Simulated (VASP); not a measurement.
# Si2Ge in VASP: a series of runs

Runs on Si2Ge. Level: PBE. Tasks: relaxation of cell and atoms, single point.

All numbers are computed with VASP 6.6.1; they aren't measurements. Logs are shortened: lines on timing, memory, paths and dates and some standing lists are left out, and cuts for length are marked.

### Step 1. The cell of the first run

Symmetry: P-3m1, No. 164, trigonal system. The conventional cell has a = 3.928 Å, b = 3.928 Å, c = 9.619 Å, α = 90.00°, β = 90.00°, γ = 120.00°. Si (site symmetry 3m) has 1 Si at 2.36 Å and 3 Ge at 2.41 Å within 3.1 Å. Si (site symmetry 3m) has 3 Si at 2.39 Å and 1 Ge at 2.43 Å within 3.2 Å. Ge (site symmetry 3m) has 4 Si at 2.41 to 2.43 Å within 3.2 Å.

### Step 2. Relaxation of cell and atoms, PBE

INCAR

```
PREC = Accurate ; ENCUT = 500
EDIFF = 1E-7 ; ISMEAR = 0
SIGMA = 0.01 ; LREAL = False
LASPH = True ; NELM = 120
ALGO = Normal ; ISIF = 3
LWAVE = False ; LCHARG = False
GGA = PE ; IBRION = 2
NSW = 80 ; EDIFFG = -0.001
GGA_COMPAT = False ; NELMIN = 4
```

KPOINTS

```
Automatic mesh
0
Gamma
  12 12 4
```

POSCAR

```
Si2Ge
1.0
    3.9278646565      0.0000000000      0.0000000000
   -1.9639323282      3.4016305751      0.0000000000
    0.0000000000      0.0000000000      9.6193461379
Si Ge
4 2
Direct
    0.0000000000      0.0000000000      0.3774609496
    0.3333333333      0.6666666667      0.0394605081
    0.0000000000      0.0000000000      0.6225390504
    0.6666666667      0.3333333333      0.9605394919
    0.6666666667      0.3333333333      0.7080470854
    0.3333333333      0.6666666667      0.2919529146
```

Potentials or basis: VASP PAW PBE potentials, release 64 (Si, Ge_d).

Run with:

```sh
$ cat potpaw_PBE.64/Si/POTCAR potpaw_PBE.64/Ge_d/POTCAR > POTCAR
$ mpirun -np 1 vasp_std > vasp.out
```

OUTCAR:

```text
PREC = Accurate
   ENCUT = 500
   EDIFF = 1E-7
   ISMEAR = 0
   LREAL = False
   LASPH = True
   NELM = 120
   ISIF = 3
   GGA = PE
   IBRION = 2
   NSW = 80
   EDIFFG = -0.001
   NELMIN = 4

 ion  position               nearest neighbor table
   1  0.000  0.000  0.377-   3 2.36   6 2.41   6 2.41   6 2.41
   2  0.333  0.667  0.039-   4 2.39   4 2.39   4 2.39   6 2.43
   3  0.000  0.000  0.623-   1 2.36   5 2.41   5 2.41   5 2.41
   4  0.667  0.333  0.961-   2 2.39   2 2.39   2 2.39   5 2.43
   5  0.667  0.333  0.708-   3 2.41   3 2.41   3 2.41   4 2.43
   6  0.333  0.667  0.292-   1 2.41   1 2.41   1 2.41   2 2.43

  LATTYP: Found a hexagonal cell.
 ALAT       =     3.9278646565
 C/A-ratio  =     2.4490014242

  Lattice vectors:

 A1 = (   3.9278646565,   0.0000000000,   0.0000000000)
 A2 = (  -1.9639323282,   3.4016305751,   0.0000000000)
 A3 = (   0.0000000000,   0.0000000000,   9.6193461379)

Analysis of symmetry for initial positions (statically):
=====================================================================
 Subroutine PRICEL returns:
 Original cell was already a primitive cell.

 Routine SETGRP: Setting up the symmetry group for a
 hexagonal supercell.

 Subroutine GETGRP returns: Found 12 space group operations
 (whereof 12 operations were pure point group operations)
 out of a pool of 24 trial point group operations.

The static configuration has the point symmetry D_3d.

Analysis of symmetry for dynamics (positions and initial velocities):
=====================================================================
 Subroutine PRICEL returns:
 Original cell was already a primitive cell.

 Routine SETGRP: Setting up the symmetry group for a
 hexagonal supercell.

 Subroutine GETGRP returns: Found 12 space group operations
 (whereof 12 operations were pure point group operations)
 out of a pool of 24 trial point group operations.

The dynamic configuration has the point symmetry D_3d.

 Subroutine INISYM returns: Found 12 space group operations
 (whereof 12 operations are pure point group operations),
 and found     1 'primitive' translations

----------------------------------------------------------------------------------------

                                     Primitive cell

  volume of cell :     128.5255

  direct lattice vectors                    reciprocal lattice vectors
     3.927864657  0.000000000  0.000000000     0.254591257  0.146988331  0.000000000
    -1.963932328  3.401630575  0.000000000     0.000000000  0.293976661  0.000000000
     0.000000000  0.000000000  9.619346138     0.000000000  0.000000000  0.103957170

  length of vectors
     3.927864657  3.927864656  9.619346138     0.293976661  0.293976661  0.103957170

  position of ions in fractional coordinates (direct lattice)
     0.000000000  0.000000000  0.377460950
     0.333333333  0.666666667  0.039460508
     0.000000000  0.000000000  0.622539050
     0.666666667  0.333333333  0.960539492
     0.666666667  0.333333333  0.708047085
     0.333333333  0.666666667  0.291952915

  ion indices of the primitive-cell ions
   primitive index   ion index
                 1           1
                 2           2
                 3           3
                 4           4
                 5           5
                 6           6

----------------------------------------------------------------------------------------

 KPOINTS: Automatic mesh

Automatic generation of k-mesh.
 Grid dimensions read from file:
 generate k-points for:   12   12    4

 Generating k-lattice:

  Cartesian coordinates                     Fractional coordinates (reciprocal lattice)
     0.021215938  0.012249028  0.000000000     0.083333333  0.000000000  0.000000000
     0.000000000  0.024498055  0.000000000     0.000000000  0.083333333  0.000000000
     0.000000000  0.000000000  0.025989292     0.000000000  0.000000000  0.250000000

  Length of vectors
     0.024498055  0.024498055  0.025989292

  Shift w.r.t. Gamma in fractional coordinates (k-lattice)
     0.000000000  0.000000000  0.000000000

 Subroutine IBZKPT returns following result:
 ===========================================

 Found     69 irreducible k-points:

 Following reciprocal coordinates:
            Coordinates               Weight
  0.000000  0.000000  0.000000      1.000000
  0.083333  0.000000  0.000000      6.000000
  0.166667  0.000000  0.000000      6.000000
  0.250000  0.000000  0.000000      6.000000
  0.333333  0.000000  0.000000      6.000000
  0.416667 -0.000000  0.000000      6.000000
[... 16 lines left out ...]
  0.166667  0.000000  0.250000      6.000000
  0.000000  0.166667  0.250000      6.000000
 [... further k-points ...]
   k-points           NKPTS =     69   k-points in BZ     NKDIM =     69   number of bands    NBANDS=     26
   number of dos      NEDOS =    301   number of ions     NIONS =      6
   total plane-waves  NPLWV =  63000
   dimension x,y,z NGX =    30 NGY =   30 NGZ =   70
   dimension x,y,z NGXF=    60 NGYF=   60 NGZF=  140
   ions per type =               4   2
   NGX,Y,Z   is equivalent  to a cutoff of  12.70, 12.70, 12.10 a.u.
   NGXF,Y,Z  is equivalent  to a cutoff of  25.39, 25.39, 24.20 a.u.
 SYSTEM =  unknown system
   PREC   = accura    normal or accurate (medium, high low for compatibility)
   ISTART =      0    job   : 0-new  1-cont  2-samecut
   ICHARG =      2    charge: 1-file 2-atom 10-const
   ISPIN  =      1    spin polarized calculation?
   LNONCOLLINEAR =      F non collinear calculations
   LSORBIT =      F    spin-orbit coupling
   LASPH  =      T    aspherical Exc in radial PAW
   ENCUT  =  500.0 eV  36.75 Ry    6.06 a.u.   7.16  7.16 17.54*2*pi/ulx,y,z
   NELM   =    120;   NELMIN=  4; NELMDL= -5     # of ELM steps
   EDIFF  = 0.1E-06   stopping-criterion for ELM
   LREAL  =      F    real-space projection
   EDIFFG = -.1E-02   stopping-criterion for IOM
   NSW    =     80    number of steps for IOM
   IBRION =      2    ionic relax: 0-MD 1-quasi-New 2-CG
   NFREE  =      1    steps in history (QN), initial steepest desc. (CG)
   ISIF   =      3    stress and relaxation
   ISYM   =      2    0-nonsym 1-usesym 2-fastsym
   POTIM  = 0.5000    time-step for ionic-motion
   TEBEG  =    0.0;   TEEND  =   0.0 temperature during run
   PSTRESS=    0.0 pullay stress
   NELECT =      44.0000    total number of electrons
   NUPDOWN=      -1.0000    fix difference up-down
   EMIN   =  10.00;   EMAX   =-10.00  energy-range for DOS
   EFERMI =   0.00;   METHOD = LEGACY
   ISMEAR =     0;   SIGMA  =   0.01  broadening in eV -4-tet -1-fermi 0-gaus
   EFERMI_NEDOS =   21; number of points for ismear=-14 and -15
   IALGO  =     38    algorithm
   IMIX   =      4    mixing-type and parameters
     AMIX     =   0.40;   BMIX     =  1.00
     AMIX_MAG =   1.60;   BMIX_MAG =  1.00
  volume/ion in A,a.u.               =      21.42       144.56
  Fermi-wavevector in a.u.,A,eV,Ry     =   1.145239  2.164187 17.845014  1.311571
  Thomas-Fermi vector in A             =   2.281928
   LORBIT       =      0    0 simple, 1 ext, 2 COOP (PROOUT), +10 PAW based schemes
   GGA     = PE    functional components
   LHFCALC =     F    Hartree Fock is set to
   AEXX    =    0.0000 exact exchange contribution
   IVDW    =     0    specifies the selected vdW correction
   LEPSILON=     F    determine dielectric tensor
   LRPA    =     F    only Hartree local field effects (RPA)
 conjugate gradient relaxation of ions
 non-spin polarized calculation
 Gauss-broadening in eV      SIGMA  =   0.01
  energy-cutoff  :      500.00
  volume of cell :      128.53
 maximum number of plane-waves:      3303
 NGX is ok and might be reduce to    30
   NGX = 15   NGY = 15   NGZ = 35

--------------------------------------- Ionic step        1  -------------------------------------------

 number of electron      44.0000003 magnetization

 Free energy of the ion-electron system (eV)
  ---------------------------------------------------
  ext. energy  EPLUGINS =         0.00000000
  ---------------------------------------------------
  free energy    TOTEN  =       -30.62508136 eV

  energy without entropy =      -30.62508136  energy(sigma->0) =      -30.62508136

------------------------ aborting loop because EDIFF is reached ----------------------------------------

  FORCE on cell =-STRESS in cart. coord.  units (eV):
  Direction    XX          YY          ZZ          XY          YZ          ZX
  --------------------------------------------------------------------------------------
  -------------------------------------------------------------------------------------
  Total       -0.0890762     -0.0890762     -0.0727900     -0.0000000      0.0000000     -0.0000000
  in kB       -1.1104094     -1.1104094     -0.9073882     -0.0000000      0.0000000     -0.0000000
  external PRESSURE =      -1.0427357 kB  Pullay stress =       0.0000000 kB
[... 225 lines left out ...]
  energy  without entropy=      -30.6251366132  energy(sigma->0) =      -30.62513661

--------------------------------------- Ionic step        7  -------------------------------------------

 number of electron      44.0000001 magnetization

 Free energy of the ion-electron system (eV)
  ---------------------------------------------------
  ext. energy  EPLUGINS =         0.00000000
  ---------------------------------------------------
  free energy    TOTEN  =       -30.62513668 eV

  energy without entropy =      -30.62513668  energy(sigma->0) =      -30.62513668

 E-fermi :   5.4400     XC(G=0):  -9.5007

 val. band max:        5.3135355647   @ k =   0.0000   0.0000   0.0000
 cond. band min:       5.9061935792   @ k =   0.4167  -0.0000   0.2500
 fundamental gap:      0.5926580144
 Fermi energy:         5.4399659964

 k-point     1 :       0.0000    0.0000    0.0000
  band No.  band energies     occupation
      1     -18.9451      2.00000
      2     -18.9447      2.00000
      3     -18.9420      2.00000
      4     -18.9420      2.00000
      5     -18.9418      2.00000
      6     -18.9418      2.00000
[... 685 lines left out ...]
     25       7.8978      0.00000
     26       8.7327      0.00000

 [... further k-points ...]

------------------------ aborting loop because EDIFF is reached ----------------------------------------

  FORCE on cell =-STRESS in cart. coord.  units (eV):
  Direction    XX          YY          ZZ          XY          YZ          ZX
  --------------------------------------------------------------------------------------
  -------------------------------------------------------------------------------------
  Total        0.0013376      0.0013376      0.0001675      0.0000000     -0.0000000     -0.0000000
  in kB        0.0166955      0.0166955      0.0020910      0.0000000     -0.0000000     -0.0000000
  external PRESSURE =       0.0118273 kB  Pullay stress =       0.0000000 kB
[... 21 lines left out ...]
  FREE ENERGIE OF THE ION-ELECTRON SYSTEM (eV)
  ---------------------------------------------------
  free  energy   TOTEN  =       -30.6251366802 eV

  energy  without entropy=      -30.6251366802  energy(sigma->0) =      -30.62513668

 reached required accuracy - stopping structural energy minimisation
```

It took 4.9 min on 1 thread of Intel Xeon 6975P-C (Granite Rapids), shared host; peak memory 0.35 GiB.

What came out:

```
Free energy                           : -30.6251 eV
Relaxed volume                        : 21.39 Å³/atom
Relaxed cell                          : a = 3.926 Å, b = 3.926 Å, c = 9.616 Å, α = 90.00°, β = 90.00°, γ = 120.00°
Space group after relaxing (to 0.1 Å) : P-3m1 (No. 164)
Energy gained by relaxing             : 0.0 meV/atom
Ionic steps                           : 7
Pressure after relaxing               : 0.0 GPa
Band gap on the k mesh                : 0.59 eV (least direct gap 1.10 eV)
```

Final structure:
```yaml
crystal:
  lattice:
    - [3.92616, 0.00000, 0.00000]
    - [-1.96308, 3.40016, 0.00000]
    - [0.00000, 0.00000, 9.61580]
  atoms:
    - { symbol: Si, position: [0.00000, 0.00000, 0.37744] }
    - { symbol: Si, position: [0.33333, 0.66667, 0.03946] }
    - { symbol: Si, position: [0.00000, 0.00000, 0.62256] }
    - { symbol: Si, position: [0.66667, 0.33333, 0.96054] }
    - { symbol: Ge, position: [0.66667, 0.33333, 0.70804] }
    - { symbol: Ge, position: [0.33333, 0.66667, 0.29196] }
```

Levels at points of the mesh, in eV from the valence-band top:
```tsv
k point	band 18	band 19	band 20	band 21	band 22	band 23	band 24	band 25	band 26
(0.00, 0.00, 0.00)	-0.96	-0.96	-0.04	0.00	0.00	1.10	1.28	1.99	2.47
(0.50, 0.00, 0.00)	-2.90	-2.86	-2.82	-1.91	-1.74	0.74	0.74	1.83	2.05
(0.00, 0.00, 0.50)	-1.32	-0.58	-0.58	-0.37	-0.37	1.01	1.82	1.83	2.98
(0.50, 0.00, 0.50)	-3.60	-2.67	-2.53	-1.27	-1.26	0.89	0.99	1.24	2.66
```

A k mesh can miss the band edges.

### Step 3. Single point, PBE

This run uses another cell than the first one, of 16.56 Å³/atom.

INCAR

```
SYSTEM = Si2Ge
PREC = Accurate
ENCUT = 520
EDIFF = 1E-6
ISMEAR = 0
SIGMA = 0.1
LREAL = .FALSE.
LASPH = .TRUE.
NELM = 80
ALGO = Normal
ISIF = 2
LWAVE = .FALSE.
LCHARG = .TRUE.
GGA = PE
LELF = .TRUE.
LVHAR = .TRUE.
NBANDS = 31
```

KPOINTS

```
regular mesh
0
G
  6 6 2
  0 0 0
```

POSCAR

```
Si2Ge
1.0
    3.6046080900      0.0000000000      0.0000000000
   -1.8023040500      3.1216821800      0.0000000000
    0.0000000000      0.0000000000      8.8294505500
Si Ge
4 2
Direct
    0.0000000000      0.0000000000      0.3750000000
    0.3333333300      0.6666666700      0.0416666700
    0.0000000000      0.0000000000      0.6250000000
    0.6666666700      0.3333333300      0.9583333300
    0.6666666700      0.3333333300      0.7083333300
    0.3333333300      0.6666666700      0.2916666700
```

Potentials or basis: VASP PAW PBE potentials, release 64 (Si, Ge_d).

Run with:

```sh
$ cat potpaw_PBE.64/Si/POTCAR potpaw_PBE.64/Ge_d/POTCAR > POTCAR
$ mpirun -np 1 vasp_std > vasp.out
```

OUTCAR:

```text
SYSTEM = Si2Ge
   PREC = Accurate
   ENCUT = 520
   EDIFF = 1E-6
   ISMEAR = 0
   LREAL = .FALSE.
   LASPH = .TRUE.
   NELM = 80
   ISIF = 2
   GGA = PE

 ion  position               nearest neighbor table
   1  0.000  0.000  0.375-   6 2.21   6 2.21   3 2.21   6 2.21
   2  0.333  0.667  0.042-   4 2.21   6 2.21   4 2.21   4 2.21
   3  0.000  0.000  0.625-   5 2.21   5 2.21   1 2.21   5 2.21
   4  0.667  0.333  0.958-   2 2.21   5 2.21   2 2.21   2 2.21
   5  0.667  0.333  0.708-   3 2.21   3 2.21   4 2.21   3 2.21
[... 672 lines left out ...]
  -------------------------------------------------------------------------------------
  Total       22.0924612     22.0924613     21.5595148     -0.0000000      0.0000000     -0.0000000
  in kB      356.2659095    356.2659102    347.6715464     -0.0000006      0.0000000     -0.0000000
  external PRESSURE =     353.4011220 kB  Pullay stress =       0.0000000 kB

 VOLUME and BASIS-vectors are now :
 -----------------------------------------------------------------------------
  energy-cutoff  :      520.00
  volume of cell :       99.35
      direct lattice vectors                 reciprocal lattice vectors
     3.604608090  0.000000000  0.000000000     0.277422670  0.160170053  0.000000000
    -1.802304050  3.121682180  0.000000000     0.000000000  0.320340106  0.000000000
     0.000000000  0.000000000  8.829450550     0.000000000  0.000000000  0.113257331

 POSITION                                       TOTAL-FORCE (eV/Angst)
 -----------------------------------------------------------------------------------
      0.00000      0.00000      3.31104        -0.000000      0.000000      0.668424
     -0.00000      2.08112      0.36789        -0.000000      0.000000     -0.602973
      0.00000      0.00000      5.51841        -0.000000     -0.000000     -0.668424
      1.80230      1.04056      8.46156        -0.000000     -0.000000      0.602973
      1.80230      1.04056      6.25419         0.000000      0.000000     -0.093410
     -0.00000      2.08112      2.57526         0.000000      0.000000      0.093410
 -----------------------------------------------------------------------------------
    total drift:                                0.000000      0.000000      0.000000

  FREE ENERGIE OF THE ION-ELECTRON SYSTEM (eV)
  ---------------------------------------------------
  free  energy   TOTEN  =       -27.9938521387 eV

  energy  without entropy=      -27.9921488704  energy(sigma->0) =      -27.99300050
```

OSZICAR:

```text
N       E                     dE             d eps       ncg     rms          rms(c)
DAV:   1     0.366874855283E+03    0.36687E+03   -0.20301E+04  1062   0.287E+03
DAV:   2     0.333998014396E+02   -0.33348E+03   -0.31629E+03   875   0.765E+02
DAV:   3    -0.257893253211E+02   -0.59189E+02   -0.57561E+02  1045   0.159E+02
DAV:   4    -0.287941844914E+02   -0.30049E+01   -0.29964E+01  1083   0.411E+01
DAV:   5    -0.288656658704E+02   -0.71481E-01   -0.71469E-01  1020   0.697E+00    0.101E+01
DAV:   6    -0.282473852332E+02    0.61828E+00   -0.32335E-01  1078   0.258E+00    0.621E+00
DAV:   7    -0.279924061159E+02    0.25498E+00   -0.57996E-01  1029   0.338E+00    0.517E-01
DAV:   8    -0.279927620263E+02   -0.35591E-03   -0.51123E-02  1044   0.158E+00    0.282E-01
DAV:   9    -0.279936249406E+02   -0.86291E-03   -0.24007E-03  1026   0.249E-01    0.132E-01
DAV:  10    -0.279937150413E+02   -0.90101E-04   -0.18415E-04  1158   0.963E-02    0.695E-02
DAV:  11    -0.279938478147E+02   -0.13277E-03   -0.12456E-04   937   0.504E-02    0.127E-02
DAV:  12    -0.279938517534E+02   -0.39386E-05   -0.89293E-06  1004   0.219E-02    0.929E-03
DAV:  13    -0.279938521387E+02   -0.38537E-06   -0.15904E-06   816   0.677E-03
   1 F= -.27993852E+02 E0= -.27993001E+02  d E =-.170327E-02
```

stdout:

```text
POSCAR found type information on POSCAR SiGe
 POSCAR found :  2 types and       6 ions
 scaLAPACK will be used
 LDA part: xc-table for (Slater+PW92), standard interpolation
 POSCAR, INCAR and KPOINTS ok, starting setup
 FFT: planning ... GRIDC
 FFT: planning ... GRID_SOFT
 FFT: planning ... GRID
 WAVECAR not read
 entering main loop
```

Run time: 33 s. Hardware: 1 thread of Intel Xeon Platinum 8488C (Sapphire Rapids), shared host; peak memory 0.22 GiB.

What came out:

| Quantity | Value |
| --- | --- |
| Free energy | -27.9939 eV |
| Pressure | 35.3 GPa |
| Largest force | 0.668 eV/Å |
| Band gap on the k mesh | 0.23 eV (least direct gap 1.81 eV) |

Forces on the atoms (eV/Å):
```
Si   0.000  0.000  0.668
Si   0.000  0.000 -0.603
Si   0.000  0.000 -0.668
Si   0.000  0.000  0.603
Ge   0.000  0.000 -0.093
Ge   0.000  0.000  0.093
```

Stress tensor (GPa, compression positive):
```
35.63  0.00  0.00
 0.00 35.63  0.00
 0.00  0.00 34.77
```

Levels at points of the mesh, in eV from the valence-band top:
```csv
k point,band 19,band 20,band 21,band 22,band 23,band 24,band 25,band 26
"(0.00, 0.00, 0.00)",-1.21,-0.01,0.00,0.00,2.06,2.19,2.57,2.57
"(0.50, 0.00, 0.00)",-3.52,-3.42,-2.37,-2.27,0.23,0.23,1.80,2.11
"(0.00, 0.00, 0.50)",-0.63,-0.63,-0.58,-0.58,1.98,2.62,2.77,3.12
"(0.50, 0.00, 0.50)",-3.33,-3.30,-1.56,-1.55,0.50,0.83,1.90,2.59
```

Caveat: the cell stands under pressure. A k mesh can miss the band edges.

(Part 1 of 2 ends here.)
